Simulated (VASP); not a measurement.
A run of VASP 6.6.1 is set up as follows.

The input INCAR:

```
ALGO = Normal ; EDIFF = 1E-6
ENCUT = 600 ; GGA = PE
GGA_COMPAT = F ; ISIF = 2
ISMEAR = 0 ; LASPH = T
LCHARG = F ; LREAL = F
LWAVE = F ; NBANDS = 31
NELM = 120 ; PREC = Accurate
SIGMA = 0.1
```

Contents of KPOINTS:

```
k-points
0
Gamma
  4 4 2
```

POSCAR

```
BeCd2Te3
1.0
    4.9797711239      0.0000000000      0.0000000000
    0.0000000000      4.9797711239      0.0000000000
    0.0000000000      0.0000000000     10.4514654379
Be Cd Te
1 2 3
Direct
    0.0000000000      0.0000000000      0.0000000000
    0.0000000000      0.0000000000      0.7610020650
    0.0000000000      0.0000000000      0.2389979350
    0.0000000000      0.5000000000      0.0000000000
    0.5000000000      0.0000000000      0.0000000000
    0.0000000000      0.0000000000      0.5000000000
```

Potentials or basis: VASP PAW PBE potentials, release 64 (Be, Cd, Te).

Launch:

```bash
$ cat potpaw_PBE.64/Be/POTCAR potpaw_PBE.64/Cd/POTCAR potpaw_PBE.64/Te/POTCAR > POTCAR
$ mpirun -np 1 vasp_std > vasp.out
```

Predict the pressure.

0.0 GPa.

What does it give for the largest force?

0.011 eV/Å.

Predict the band gap on the k mesh.

zero (bands 22 and 23 overlap by 0.72 eV).

Forces in eV/Å, atoms in the order of the input:
```
Be   0.000  0.000  0.000
Cd   0.000  0.000 -0.011
Cd   0.000  0.000  0.011
Te   0.000  0.000  0.000
Te   0.000  0.000  0.000
Te   0.000  0.000  0.000
```

Caveat: semilocal functionals underestimate gaps, so a narrow gap can read as zero; spin-orbit coupling is left out, which moves the levels of the heavy elements.
